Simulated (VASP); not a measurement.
# Ta12F in VASP: single point with LDA

Aim: the single point of Ta12F with LDA.

All numbers are computed with VASP 6.6.1; they aren't measurements. Logs are shortened: lines on timing, memory, paths and dates and some standing lists are left out, and cuts for length are marked.

## (1) The cell of the first run

The cell holds a slab with vacuum, 13 atoms: a = 5.634 Å, b = 5.634 Å, c = 21.444 Å, α = 90.00°, β = 90.00°, γ = 109.47°.

## (2) Single point, LDA, collinear spin

File INCAR:

```
ALGO     = Normal         # electronic algorithm
DIPOL    = 0.5 0.5 0.307
EDIFF    = 1E-6           # SCF threshold, eV
ENCUT    = 520            # plane-wave cutoff, eV
GGA      = CA             # functional
GGA_COMPAT= F            
IDIPOL   = 3            
ISIF     = 2              # what is computed and relaxed
ISMEAR   = 0              # smearing method
ISPIN    = 2              # spin polarisation
KPAR     = 4            
LASPH    = T              # aspherical terms in the spheres
LCHARG   = F              # write CHGCAR
LDIPOL   = T            
LMAXMIX  = 4              # l up to which the mixer works
LORBIT   = 11             # projections on sites
LREAL    = F              # projectors in reciprocal space
LWAVE    = F              # write WAVECAR
MAGMOM   = 0 0 0 0 0 0 0 0 0 0 0 0 1 # initial moments
NBANDS   = 86             # bands
NELM     = 200            # most SCF steps
NELMDL   = -8           
PREC     = Accurate       # precision mode
SIGMA    = 0.1            # smearing width, eV
```

File KPOINTS:

```
k-points
0
Gamma
  5 5 1
```

File POSCAR:

```
Ta12F
1.0
    5.6341016702      0.0000000000      0.0000000000
   -1.8780338901      5.3118819959      0.0000000000
    0.0000000000      0.0000000000     21.4444204585
Ta F
12 1
Direct
    0.2500000000      0.2500000000      0.1865287060
    0.2500000000      0.7500000000      0.1865287060
    0.7500000000      0.2500000000      0.1865287060
    0.7500000000      0.7500000000      0.1865287060
    0.0000000000      0.0000000000      0.2901575821
    0.0000000000      0.5000000000      0.2901575821
    0.5000000000      0.0000000000      0.2901575821
    0.5000000000      0.5000000000      0.2901575821
    0.2500000000      0.2500000000      0.3937817054
    0.2500000000      0.7500000000      0.3937817054
    0.7500000000      0.2500000000      0.3937817054
    0.7500000000      0.7500000000      0.3937817054
    0.5000000000      0.5000000000      0.5070978943
```

Potentials or basis: VASP PAW LDA potentials, release 64 (Ta_pv, F).

Command:

```
$ cat potpaw_LDA.64/Ta_pv/POTCAR potpaw_LDA.64/F/POTCAR > POTCAR
$ mpirun -np 4 vasp_std > vasp.out
```

OUTCAR:

```text
EDIFF = 1E-6
   ENCUT = 520
   GGA = CA
   ISIF = 2
   ISMEAR = 0
   ISPIN = 2
   LASPH = T
   LORBIT = 11
   LREAL = F
   NELM = 200
   NELMDL = -8
   PREC = Accurate

 ion  position               nearest neighbor table
   1  0.250  0.250  0.187-   5 2.75   8 2.75   3 2.82   3 2.82   2 2.82   2 2.82   7 3.20   6 3.20
                             4 3.25   4 3.25
   2  0.250  0.750  0.187-   6 2.75   7 2.75   4 2.82   4 2.82   1 2.82   1 2.82   5 3.20   8 3.20
                             3 3.25   3 3.25
   3  0.750  0.250  0.187-   6 2.75   7 2.75   1 2.82   1 2.82   4 2.82   4 2.82   5 3.20   8 3.20
                             2 3.25   2 3.25
   4  0.750  0.750  0.187-   5 2.75   8 2.75   2 2.82   2 2.82   3 2.82   3 2.82   7 3.20   6 3.20
                             1 3.25   1 3.25
   5  0.000  0.000  0.290-   9 2.75  12 2.75   1 2.75   4 2.75   7 2.82   7 2.82   6 2.82   6 2.82
                            11 3.20  10 3.20   3 3.20   2 3.20   8 3.25   8 3.25
   6  0.000  0.500  0.290-  10 2.75  11 2.75   2 2.75   3 2.75   8 2.82   8 2.82   5 2.82   5 2.82
                             9 3.20  12 3.20   1 3.20   4 3.20   7 3.25   7 3.25
   7  0.500  0.000  0.290-  10 2.75  11 2.75   2 2.75   3 2.75   5 2.82   5 2.82   8 2.82   8 2.82
                             9 3.20  12 3.20   1 3.20   4 3.20   6 3.25   6 3.25
   8  0.500  0.500  0.290-   9 2.75  12 2.75   1 2.75   4 2.75   6 2.82   6 2.82   7 2.82   7 2.82
                            11 3.20  10 3.20   3 3.20   2 3.20   5 3.25   5 3.25
   9  0.250  0.250  0.394-   5 2.75   8 2.75  11 2.82  11 2.82  10 2.82  10 2.82   7 3.20   6 3.20
                            12 3.25  12 3.25
  10  0.250  0.750  0.394-   6 2.75   7 2.75  12 2.82  12 2.82   9 2.82   9 2.82   5 3.20   8 3.20
                            11 3.25  11 3.25
  11  0.750  0.250  0.394-   6 2.75   7 2.75   9 2.82   9 2.82  12 2.82  12 2.82   5 3.20   8 3.20
                            10 3.25  10 3.25
  12  0.750  0.750  0.394-   5 2.75   8 2.75  10 2.82  10 2.82  11 2.82  11 2.82   7 3.20   6 3.20
                             9 3.25   9 3.25
  13  0.500  0.500  0.507-

  LATTYP: Found a base centered orthorhombic cell.
 ALAT       =     6.5057002319
 B/A-ratio  =     1.4142135624
 C/A-ratio  =     3.2962509329

  Lattice vectors:

 A1 = (   5.6341016702,   0.0000000000,   0.0000000000)
 A2 = (  -1.8780338901,   5.3118819959,   0.0000000000)
 A3 = (   0.0000000000,   0.0000000000,  21.4444204585)

Analysis of symmetry for initial positions (statically):
=====================================================================
 Subroutine PRICEL returns:
 Original cell was already a primitive cell.

 Routine SETGRP: Setting up the symmetry group for a
 base centered orthorhombic supercell.

 Subroutine GETGRP returns: Found  4 space group operations
 (whereof  4 operations were pure point group operations)
 out of a pool of  8 trial point group operations.

The static configuration has the point symmetry C_2v.

Analysis of symmetry for dynamics (positions and initial velocities):
=====================================================================
 Subroutine PRICEL returns:
 Original cell was already a primitive cell.

 Routine SETGRP: Setting up the symmetry group for a
 base centered orthorhombic supercell.

 Subroutine GETGRP returns: Found  4 space group operations
 (whereof  4 operations were pure point group operations)
 out of a pool of  8 trial point group operations.

The dynamic configuration has the point symmetry C_2v.

Analysis of structural, dynamic, and magnetic symmetry:
=====================================================================
 Subroutine PRICEL returns:
 Original cell was already a primitive cell.

 Routine SETGRP: Setting up the symmetry group for a
 base centered orthorhombic supercell.

 Subroutine GETGRP returns: Found  4 space group operations
 (whereof  4 operations were pure point group operations)
 out of a pool of  8 trial point group operations.

The overall configuration has the point symmetry C_2v.

 Subroutine INISYM returns: Found  4 space group operations
 (whereof  4 operations are pure point group operations),
 and found     1 'primitive' translations

----------------------------------------------------------------------------------------

                                     Primitive cell

  volume of cell :     641.7818

  direct lattice vectors                    reciprocal lattice vectors
     5.634101670  0.000000000  0.000000000     0.177490585  0.062752398  0.000000000
    -1.878033890  5.311881996  0.000000000     0.000000000  0.188257194  0.000000000
     0.000000000  0.000000000 21.444420459     0.000000000  0.000000000  0.046632177

  length of vectors
     5.634101670  5.634101670 21.444420459     0.188257194  0.188257194  0.046632177
[... 85 lines left out ...]
   ENCUT  =  520.0 eV  38.22 Ry    6.18 a.u.  10.48 10.48 39.87*2*pi/ulx,y,z
   NELM   =    200;   NELMIN=  2; NELMDL= -8     # of ELM steps
   EDIFF  = 0.1E-05   stopping-criterion for ELM
   LREAL  =      F    real-space projection
   EDIFFG = 0.1E-04   stopping-criterion for IOM
   NSW    =      0    number of steps for IOM
   IBRION =     -1    ionic relax: 0-MD 1-quasi-New 2-CG
   NFREE  =      0    steps in history (QN), initial steepest desc. (CG)
   ISIF   =      2    stress and relaxation
   ISYM   =      2    0-nonsym 1-usesym 2-fastsym
   POTIM  = 0.5000    time-step for ionic-motion
   TEBEG  =    0.0;   TEEND  =   0.0 temperature during run
   PSTRESS=    0.0 pullay stress
   NELECT =     139.0000    total number of electrons
   NUPDOWN=      -1.0000    fix difference up-down
   EMIN   =  10.00;   EMAX   =-10.00  energy-range for DOS
   EFERMI =   0.00;   METHOD = LEGACY
   ISMEAR =     0;   SIGMA  =   0.10  broadening in eV -4-tet -1-fermi 0-gaus
   EFERMI_NEDOS =   21; number of points for ismear=-14 and -15
   IALGO  =     38    algorithm
   IMIX   =      4    mixing-type and parameters
     AMIX     =   0.40;   BMIX     =  1.00
     AMIX_MAG =   1.60;   BMIX_MAG =  1.00
  volume/ion in A,a.u.               =      49.37       333.15
  Fermi-wavevector in a.u.,A,eV,Ry     =   0.983144  1.857873 13.151022  0.966573
  Thomas-Fermi vector in A             =   2.114280
   LORBIT       =     11    0 simple, 1 ext, 2 COOP (PROOUT), +10 PAW based schemes
   GGA     = CA    functional components
   LHFCALC =     F    Hartree Fock is set to
   AEXX    =    0.0000 exact exchange contribution
   IVDW    =     0    specifies the selected vdW correction
   LEPSILON=     F    determine dielectric tensor
   LRPA    =     F    only Hartree local field effects (RPA)
 spin polarized calculation
 Gauss-broadening in eV      SIGMA  =   0.10
  energy-cutoff  :      520.00
  volume of cell :      641.78
 maximum number of plane-waves:     17318
 NGX is ok and might be reduce to    42
   NGX = 21   NGY = 21   NGZ = 79

 dipolmoment           0.000000      0.000000     -0.749405 electrons x Angstroem

 number of electron     138.9999991 magnetization       0.0004843

 dipolmoment           0.000000      0.000000      0.332185 electrons x Angstroem

 Free energy of the ion-electron system (eV)
  ---------------------------------------------------
  ext. energy  EPLUGINS =         0.00000000
  ---------------------------------------------------
  free energy    TOTEN  =      -148.42842328 eV

  energy without entropy =     -148.35077213  energy(sigma->0) =     -148.38959771

 E-fermi :  -1.8713     XC(G=0):  -5.3310

 val. band max:       -1.8820296295   @ k =  -0.2000   0.2000   0.0000
 cond. band min:      -1.8598437690   @ k =  -0.4000   0.4000   0.0000
 fundamental gap:      0.0221858605
 Fermi energy:        -1.8713164965

 spin component 1

 k-point     1 :       0.0000    0.0000    0.0000
  band No.  band energies     occupation
      1     -36.3631      1.00000
      2     -36.3240      1.00000
      3     -36.3233      1.00000
      4     -36.2585      1.00000
      5     -36.1906      1.00000
      6     -36.1891      1.00000
[... 745 lines left out ...]
     80      -0.4579      0.00000
     81      -0.3516      0.00000
 Fermi energy:        -1.8713164965

 spin component 2

 k-point     1 :       0.0000    0.0000    0.0000
  band No.  band energies     occupation
      1     -36.3631      1.00000
      2     -36.3240      1.00000
      3     -36.3233      1.00000
      4     -36.2585      1.00000
      5     -36.1906      1.00000
      6     -36.1891      1.00000
[... 745 lines left out ...]
     80      -0.4579      0.00000
     81      -0.3516      0.00000
 [bands above 81 left out]

------------------------ aborting loop because EDIFF is reached ----------------------------------------

 vacuum level on the upper side and lower side of the slab       (xc-potential included)         0.974        -0.984

  FORCE on cell =-STRESS in cart. coord.  units (eV):
  Direction    XX          YY          ZZ          XY          YZ          ZX
  --------------------------------------------------------------------------------------
  -------------------------------------------------------------------------------------
  Total      -12.4193184    -11.6809580     -5.8763977      1.0441993      0.0000000      0.0000000
  in kB      -31.0042287    -29.1609477    -14.6701432      2.6067930      0.0000000      0.0000000
  external PRESSURE =     -24.9451065 kB  Pullay stress =       0.0000000 kB

 VOLUME and BASIS-vectors are now :
 -----------------------------------------------------------------------------
  energy-cutoff  :      520.00
  volume of cell :      641.78
      direct lattice vectors                 reciprocal lattice vectors
     5.634101670  0.000000000  0.000000000     0.177490585  0.062752398  0.000000000
    -1.878033890  5.311881996  0.000000000     0.000000000  0.188257194  0.000000000
     0.000000000  0.000000000 21.444420459     0.000000000  0.000000000  0.046632177

 POSITION                                       TOTAL-FORCE (eV/Angst)
 -----------------------------------------------------------------------------------
      0.93902      1.32797      4.00000        -0.050940     -0.072040     -0.074858
     -0.00000      3.98391      4.00000        -0.023544      0.016648     -0.055696
      3.75607      1.32797      4.00000         0.023544     -0.016648     -0.055696
      2.81705      3.98391      4.00000         0.050940      0.072040     -0.074858
      0.00000      0.00000      6.22226        -0.000000     -0.000000     -0.334313
     -0.93902      2.65594      6.22226        -0.000000     -0.000000      0.040634
      2.81705      0.00000      6.22226        -0.000000     -0.000000      0.040634
      1.87803      2.65594      6.22226        -0.000000     -0.000000      0.219981
      0.93902      1.32797      8.44442         0.002368      0.003349      1.312286
     -0.00000      3.98391      8.44442        -0.297856      0.210616      0.276342
      3.75607      1.32797      8.44442         0.297856     -0.210616      0.276342
      2.81705      3.98391      8.44442        -0.002368     -0.003349      1.312286
      1.87803      2.65594     10.87442        -0.000000     -0.000000     -2.883084
 -----------------------------------------------------------------------------------
    total drift:                               -0.000000     -0.000000     -0.000429

  FREE ENERGIE OF THE ION-ELECTRON SYSTEM (eV)
  ---------------------------------------------------
  free  energy   TOTEN  =      -148.4284232850 eV

  energy  without entropy=     -148.3507721319  energy(sigma->0) =     -148.38959771

 vacuum level on the upper side and lower side of the slab         5.170         3.159

 total charge

# of ion       s       p       d       tot
------------------------------------------
    1        0.389   6.100   2.465   8.954
    2        0.389   6.100   2.466   8.955
    3        0.389   6.100   2.466   8.955
    4        0.389   6.100   2.465   8.954
    5        0.387   6.201   2.501   9.090
    6        0.389   6.199   2.496   9.084
    7        0.389   6.199   2.496   9.084
    8        0.389   6.198   2.497   9.084
    9        0.381   6.098   2.450   8.929
   10        0.388   6.090   2.475   8.953
   11        0.388   6.090   2.475   8.953
   12        0.381   6.098   2.450   8.929
   13        1.735   4.184   0.000   5.920
--------------------------------------------------
tot          6.382  77.758  29.702 113.842

 magnetization (x)

# of ion       s       p       d       tot
------------------------------------------
    1        0.000   0.000   0.000   0.000
    2        0.000   0.000   0.000   0.000
    3        0.000   0.000   0.000   0.000
    4        0.000   0.000   0.000   0.000
    5       -0.000   0.000   0.000   0.000
    6       -0.000   0.000   0.000   0.000
    7       -0.000   0.000   0.000   0.000
    8       -0.000   0.000   0.000   0.000
    9        0.000   0.000  -0.000  -0.000
   10        0.000   0.000  -0.000   0.000
   11        0.000   0.000  -0.000   0.000
   12        0.000   0.000  -0.000  -0.000
   13        0.000   0.000   0.000   0.000
--------------------------------------------------
tot          0.000   0.000   0.000   0.000
```

It took 18 min on 4 MPI ranks of Intel Xeon Platinum 8259CL at 2.50GHz (Skylake/Cascade Lake), shared host; peak memory 1 GiB.

Results:

* Free energy: -148.4284 eV
* Largest force: 2.883 eV/Å
* Net moment: 0.00 μB per cell
* Valence electrons inside the program's atomic spheres: Ta 8.95, 8.96, 9.09, 9.08, 8.93 (each value once); F 5.92

Forces on the atoms (eV/Å):
```
Ta  -0.051 -0.072 -0.075
Ta  -0.024  0.017 -0.056
Ta   0.024 -0.017 -0.056
Ta   0.051  0.072 -0.075
Ta   0.000  0.000 -0.334
Ta   0.000  0.000  0.041
Ta   0.000  0.000  0.041
Ta   0.000  0.000  0.220
Ta   0.002  0.003  1.312
Ta  -0.298  0.211  0.276
Ta   0.298 -0.211  0.276
Ta  -0.002 -0.003  1.312
F    0.000  0.000 -2.883
```

Caveat: spin-orbit coupling is left out, which moves the levels of the heavy elements.
